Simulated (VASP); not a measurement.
# Al in VASP: single point with PBE

Aim: the single point of Al with PBE.

All numbers are computed with VASP 6.6.1; they aren't measurements. Logs are shortened: lines on timing, memory, paths and dates and some standing lists are left out, and cuts for length are marked.

## (1) The cell of the first run

The cell holds a slab with vacuum, 12 atoms: a = 4.811 Å, b = 4.811 Å, c = 28.498 Å, α = 90.00°, β = 90.00°, γ = 120.00°.

## (2) Single point, PBE

Input file INCAR:

```
SYSTEM = Al
PREC = Accurate
ENCUT = 400
EDIFF = 1E-6
ISMEAR = 1
SIGMA = 0.1
LREAL = .False.
LASPH = .True.
NELM = 120
ALGO = Normal
ISIF = 2
LWAVE = .False.
LCHARG = .False.
LDIPOL = .True.
IDIPOL = 3
DIPOL = 0.5 0.5 0.655
GGA = PE
NBANDS = 30
GGA_COMPAT = .False.
NELMDL = -8
```

Input file KPOINTS:

```
regular mesh
0
Gamma
  9 9 1
  0 0 0
```

Input file POSCAR:

```
Al
1.0
    4.8111003134      0.0000000000      0.0000000000
   -2.4055501567      4.1665350613      0.0000000000
    0.0000000000      0.0000000000     28.4975475017
Al
12
Direct
    0.4944361302      0.5401028804      0.5373933896
    0.8182402211      0.2056347043      0.5280209338
    0.1244968684      0.8606007315      0.5161252445
    0.8424228703      0.5410934488      0.6113353190
    0.1638290211      0.2009268027      0.6148689508
    0.4992944216      0.8780607771      0.6127053043
    0.1727825808      0.5490004544      0.6976377291
    0.5072638764      0.2149671511      0.6976858191
    0.8379533961      0.8795659230      0.6980914140
    0.5014030004      0.5429129275      0.7822958582
    0.8358220419      0.2103037076      0.7823469324
    0.1689358910      0.8774576905      0.7825087935
```

Potentials or basis: VASP PAW PBE potentials, release 64 (Al).

On the command line:

```sh
$ cat potpaw_PBE.64/Al/POTCAR > POTCAR
$ mpirun -np 1 vasp_std > vasp.out
```

OUTCAR:

```text
SYSTEM = Al
   PREC = Accurate
   ENCUT = 400
   EDIFF = 1E-6
   ISMEAR = 1
   LREAL = .False.
   LASPH = .True.
   NELM = 120
   ISIF = 2
   GGA = PE
   NELMDL = -8

 ion  position               nearest neighbor table
   1  0.494  0.540  0.537-   6 2.69   4 2.69   3 2.69   5 2.73   2 2.76   2 2.79   2 2.83   3 2.90
                             3 2.94
   2  0.818  0.206  0.528-   3 2.74   3 2.75   1 2.76   1 2.79   1 2.83   4 2.84   6 2.87   3 2.91
                             5 2.99
   3  0.124  0.861  0.516-   1 2.69   2 2.74   2 2.75   1 2.90   2 2.91   1 2.94   4 3.08   5 3.21
                             6 3.27
   4  0.842  0.541  0.611-   1 2.69   6 2.74   5 2.75   5 2.76   6 2.76   5 2.83   6 2.83   2 2.84
                             7 2.92   8 2.93   9 2.97   3 3.08
   5  0.164  0.201  0.615-   1 2.73   6 2.74   4 2.75   4 2.76   6 2.77   6 2.82   4 2.83   9 2.84
                             8 2.86   7 2.88   2 2.99   3 3.21
   6  0.499  0.878  0.613-   1 2.69   4 2.74   5 2.74   4 2.76   5 2.77   5 2.82   4 2.83   2 2.87
                             7 2.89   8 2.90   9 2.93   3 3.27
   7  0.173  0.549  0.698-   9 2.77   9 2.77   8 2.77   8 2.77   8 2.79   9 2.79   5 2.88   6 2.89
                            10 2.89  12 2.89  11 2.91   4 2.92
   8  0.507  0.215  0.698-   9 2.77   7 2.77   7 2.77   9 2.78   7 2.79   9 2.79   5 2.86  10 2.89
                            11 2.89   6 2.90  12 2.91   4 2.93
   9  0.838  0.880  0.698-   8 2.77   7 2.77   7 2.77   8 2.78   8 2.79   7 2.79   5 2.84  11 2.88
                            12 2.89  10 2.89   6 2.93   4 2.97
  10  0.501  0.543  0.782-  12 2.77  11 2.77  12 2.78  11 2.78  11 2.78  12 2.78   8 2.89   7 2.89
                             9 2.89
  11  0.836  0.210  0.782-  10 2.77  12 2.77  12 2.78  10 2.78  12 2.78  10 2.78   9 2.88   8 2.89
                             7 2.91
  12  0.169  0.877  0.783-  10 2.77  11 2.77  11 2.78  10 2.78  11 2.78  10 2.78   9 2.89   7 2.89
                             8 2.91

  LATTYP: Found a hexagonal cell.
 ALAT       =     4.8111003134
 C/A-ratio  =     5.9232910655

  Lattice vectors:

 A1 = (   4.8111003134,   0.0000000000,   0.0000000000)
 A2 = (  -2.4055501567,   4.1665350613,   0.0000000000)
 A3 = (   0.0000000000,   0.0000000000,  28.4975475017)

Analysis of symmetry for initial positions (statically):
=====================================================================
 Subroutine PRICEL returns:
 Original cell was already a primitive cell.

 Routine SETGRP: Setting up the symmetry group for a
 hexagonal supercell.

 Subroutine GETGRP returns: Found  1 space group operations
 (whereof  1 operations were pure point group operations)
 out of a pool of 24 trial point group operations.

The static configuration has the point symmetry C_1 .

Analysis of symmetry for dynamics (positions and initial velocities):
=====================================================================
 Subroutine PRICEL returns:
 Original cell was already a primitive cell.

 Routine SETGRP: Setting up the symmetry group for a
 hexagonal supercell.

 Subroutine GETGRP returns: Found  1 space group operations
 (whereof  1 operations were pure point group operations)
 out of a pool of 24 trial point group operations.

The dynamic configuration has the point symmetry C_1 .

 Subroutine INISYM returns: Found  1 space group operations
 (whereof  1 operations are pure point group operations),
 and found     1 'primitive' translations

----------------------------------------------------------------------------------------

                                     Primitive cell

  volume of cell :     571.2510

  direct lattice vectors                    reciprocal lattice vectors
     4.811100313  0.000000000  0.000000000     0.207852660  0.120003790  0.000000000
    -2.405550157  4.166535061  0.000000000     0.000000000  0.240007581  0.000000000
     0.000000000  0.000000000 28.497547502     0.000000000  0.000000000  0.035090739

  length of vectors
     4.811100313  4.811100287 28.497547502     0.240007579  0.240007581  0.035090739

  position of ions in fractional coordinates (direct lattice)
     0.494436130  0.540102880  0.537393390
     0.818240221  0.205634704  0.528020934
     0.124496868  0.860600731  0.516125245
     0.842422870  0.541093449  0.611335319
     0.163829021  0.200926803  0.614868951
     0.499294422  0.878060777  0.612705304
     0.172782581  0.549000454  0.697637729
     0.507263876  0.214967151  0.697685819
     0.837953396  0.879565923  0.698091414
     0.501403000  0.542912927  0.782295858
     0.835822042  0.210303708  0.782346932
     0.168935891  0.877457691  0.782508793

  ion indices of the primitive-cell ions
   primitive index   ion index
                 1           1
                 2           2
                 3           3
                 4           4
                 5           5
                 6           6
                 7           7
                 8           8
                 9           9
                10          10
                11          11
                12          12

----------------------------------------------------------------------------------------

 KPOINTS: regular mesh

Automatic generation of k-mesh.
 Grid dimensions read from file:
 generate k-points for:    9    9    1

 Generating k-lattice:

  Cartesian coordinates                     Fractional coordinates (reciprocal lattice)
     0.023094740  0.013333754  0.000000000     0.111111111 -0.000000000  0.000000000
     0.000000000  0.026667509  0.000000000     0.000000000  0.111111111  0.000000000
     0.000000000  0.000000000  0.035090739     0.000000000  0.000000000  1.000000000

  Length of vectors
     0.026667509  0.026667509  0.035090739

  Shift w.r.t. Gamma in fractional coordinates (k-lattice)
     0.000000000  0.000000000  0.000000000

 Subroutine IBZKPT returns following result:
 ===========================================

 Found     41 irreducible k-points:

 Following reciprocal coordinates:
            Coordinates               Weight
  0.000000  0.000000  0.000000      1.000000
  0.111111 -0.000000  0.000000      2.000000
  0.000000  0.111111  0.000000      2.000000
 -0.111111  0.111111  0.000000      2.000000
  0.222222 -0.000000  0.000000      2.000000
  0.000000  0.222222  0.000000      2.000000
[... 16 lines left out ...]
  0.333333  0.111111  0.000000      2.000000
 -0.111111  0.444444  0.000000      2.000000
 [... further k-points ...]
   k-points           NKPTS =     41   k-points in BZ     NKDIM =     41   number of bands    NBANDS=     30
   number of dos      NEDOS =    301   number of ions     NIONS =     12
   total plane-waves  NPLWV = 196608
   dimension x,y,z NGX =    32 NGY =   32 NGZ =  192
   dimension x,y,z NGXF=    64 NGYF=   64 NGZF=  384
   ions per type =              12
   NGX,Y,Z   is equivalent  to a cutoff of  11.06, 11.06, 11.20 a.u.
   NGXF,Y,Z  is equivalent  to a cutoff of  22.11, 22.11, 22.40 a.u.
 SYSTEM =  Al
   PREC   = accura    normal or accurate (medium, high low for compatibility)
   ISTART =      0    job   : 0-new  1-cont  2-samecut
   ICHARG =      2    charge: 1-file 2-atom 10-const
   ISPIN  =      1    spin polarized calculation?
   LNONCOLLINEAR =      F non collinear calculations
   LSORBIT =      F    spin-orbit coupling
   LASPH  =      T    aspherical Exc in radial PAW
   ENCUT  =  400.0 eV  29.40 Ry    5.42 a.u.   7.85  7.85 46.47*2*pi/ulx,y,z
   NELM   =    120;   NELMIN=  2; NELMDL= -8     # of ELM steps
   EDIFF  = 0.1E-05   stopping-criterion for ELM
   LREAL  =      F    real-space projection
[... 7 lines left out ...]
   TEBEG  =    0.0;   TEEND  =   0.0 temperature during run
   PSTRESS=    0.0 pullay stress
   NELECT =      36.0000    total number of electrons
   NUPDOWN=      -1.0000    fix difference up-down
   EMIN   =  10.00;   EMAX   =-10.00  energy-range for DOS
   EFERMI =   0.00;   METHOD = LEGACY
   ISMEAR =     1;   SIGMA  =   0.10  broadening in eV -4-tet -1-fermi 0-gaus
   EFERMI_NEDOS =   21; number of points for ismear=-14 and -15
   IALGO  =     38    algorithm
   IMIX   =      4    mixing-type and parameters
     AMIX     =   0.40;   BMIX     =  1.00
     AMIX_MAG =   1.60;   BMIX_MAG =  1.00
  volume/ion in A,a.u.               =      47.60       321.25
  Fermi-wavevector in a.u.,A,eV,Ry     =   0.651478  1.231116  5.774640  0.424424
  Thomas-Fermi vector in A             =   1.721091
   LORBIT       =      0    0 simple, 1 ext, 2 COOP (PROOUT), +10 PAW based schemes
   GGA     = PE    functional components
   LHFCALC =     F    Hartree Fock is set to
   AEXX    =    0.0000 exact exchange contribution
   IVDW    =     0    specifies the selected vdW correction
   LEPSILON=     F    determine dielectric tensor
   LRPA    =     F    only Hartree local field effects (RPA)
 non-spin polarized calculation
 Methfessel and Paxton  Order N= 1 SIGMA  =   0.10
  energy-cutoff  :      400.00
  volume of cell :      571.25
 maximum number of plane-waves:     10423
   NGX = 15   NGY = 15   NGZ = 93

 dipolmoment           0.000000      0.000000      0.000762 electrons x Angstroem

 number of electron      36.0000000 magnetization

 dipolmoment           0.000000      0.000000     -0.003814 electrons x Angstroem

 Free energy of the ion-electron system (eV)
  ---------------------------------------------------
  ext. energy  EPLUGINS =         0.00000000
  ---------------------------------------------------
  free energy    TOTEN  =       -42.50953321 eV

  energy without entropy =      -42.51134657  energy(sigma->0) =      -42.51013766

 E-fermi :   0.1405     XC(G=0):  -4.1534

 val. band max:        0.1391914741   @ k =   0.3333  -0.0000   0.0000
 cond. band min:       0.1427279711   @ k =   0.3333   0.3333   0.0000
 fundamental gap:      0.0035364970
 Fermi energy:         0.1405489755

 k-point     1 :       0.0000    0.0000    0.0000
  band No.  band energies     occupation
      1     -10.7985      2.00000
      2      -9.7936      2.00000
      3      -8.2465      2.00000
      4      -6.2770      2.00000
      5      -3.7306      2.00000
      6      -2.7280      2.00000
[... 22 lines left out ...]
     29       2.2455      0.00000
     30       2.3071      0.00000

 k-point     2 :       0.1111   -0.0000    0.0000
  band No.  band energies     occupation
      1     -10.6936      2.00000
      2      -9.6895      2.00000
      3      -8.1433      2.00000
      4      -6.1748      2.00000
      5      -4.2627      2.00000
      6      -3.6612      2.00000
[... 22 lines left out ...]
     29       2.7199      0.00000
     30       3.0841      0.00000

 k-point     3 :       0.0000    0.1111    0.0000
  band No.  band energies     occupation
      1     -10.6936      2.00000
      2      -9.6894      2.00000
      3      -8.1431      2.00000
      4      -6.1742      2.00000
      5      -4.2613      2.00000
      6      -3.6579      2.00000
[... 682 lines left out ...]
     29       4.1199      0.00000
     30       4.3022      0.00000

 k-point    24 :      -0.1111    0.4444    0.0000
  band No.  band energies     occupation
      1      -9.4415      2.00000
      2      -8.4497      2.00000
      3      -7.5812      2.00000
      4      -6.9094      2.00000
      5      -6.5930      2.00000
      6      -5.7524      2.00000
[... 22 lines left out ...]
     29       4.1274      0.00000
     30       4.2838      0.00000

 [... further k-points ...]

------------------------ aborting loop because EDIFF is reached ----------------------------------------

 vacuum level on the upper side and lower side of the slab       (xc-potential included)        -0.133        -0.098

  FORCE on cell =-STRESS in cart. coord.  units (eV):
  Direction    XX          YY          ZZ          XY          YZ          ZX
  --------------------------------------------------------------------------------------
  -------------------------------------------------------------------------------------
  Total        1.7873033      1.4369826      0.6812916     -0.1473851     -0.0023706     -0.3595977
  in kB        5.0128176      4.0302793      1.9108063     -0.4133685     -0.0066487     -1.0085571
  external PRESSURE =       3.6513011 kB  Pullay stress =       0.0000000 kB

 VOLUME and BASIS-vectors are now :
 -----------------------------------------------------------------------------
  energy-cutoff  :      400.00
  volume of cell :      571.25
      direct lattice vectors                 reciprocal lattice vectors
     4.811100313  0.000000000  0.000000000     0.207852660  0.120003790  0.000000000
    -2.405550157  4.166535061  0.000000000     0.000000000  0.240007581  0.000000000
     0.000000000  0.000000000 28.497547502     0.000000000  0.000000000  0.035090739

 POSITION                                       TOTAL-FORCE (eV/Angst)
 -----------------------------------------------------------------------------------
      1.07954      2.25036     15.31439        -0.408479     -0.161415     -0.734939
      3.44197      0.85678     15.04730        -0.037626     -0.123246     -0.031296
     -1.47125      3.58572     14.70830         0.481596      0.212143      0.388257
      2.75135      2.25448     17.42156         0.032203      0.087648      0.199505
      0.30486      0.83717     17.52226        -0.003105     -0.032445     -0.037063
      0.28994      3.65847     17.46060        -0.054383      0.064534      0.190495
     -0.48937      2.28743     19.88096        -0.001979     -0.035305      0.010101
      1.92338      0.89567     19.88233        -0.022253     -0.025727      0.015597
      1.91564      3.66474     19.89389         0.003518     -0.010077     -0.033713
      1.10630      2.26207     22.29351        -0.004276      0.005592     -0.001532
      3.51533      0.87624     22.29497        -0.003392      0.004302      0.005124
     -1.29800      3.65596     22.29958         0.018177      0.013996      0.029464
 -----------------------------------------------------------------------------------
    total drift:                                0.000001      0.000001      0.000023

  FREE ENERGIE OF THE ION-ELECTRON SYSTEM (eV)
  ---------------------------------------------------
  free  energy   TOTEN  =       -42.5095332062 eV

  energy  without entropy=      -42.5113465650  energy(sigma->0) =      -42.51013766

 vacuum level on the upper side and lower side of the slab         4.102         4.136
```

Run time: 22 min. Hardware: 1 thread of Oxide Virtual Turin-like, shared host; peak memory 0.62 GiB.

What came out:

```yaml
Free_energy: -42.5095 eV
Largest_force: 0.856 eV/Å
Band_gap_on_the_k_mesh: zero (bands 18 and 19 overlap by 1.41 eV)
```

Forces in eV/Å, atoms in the order of the input:
```
Al  -0.408 -0.161 -0.735
Al  -0.038 -0.123 -0.031
Al   0.482  0.212  0.388
Al   0.032  0.088  0.200
Al  -0.003 -0.032 -0.037
Al  -0.054  0.065  0.190
Al  -0.002 -0.035  0.010
Al  -0.022 -0.026  0.016
Al   0.004 -0.010 -0.034
Al  -0.004  0.006 -0.002
Al  -0.003  0.004  0.005
Al   0.018  0.014  0.029
```
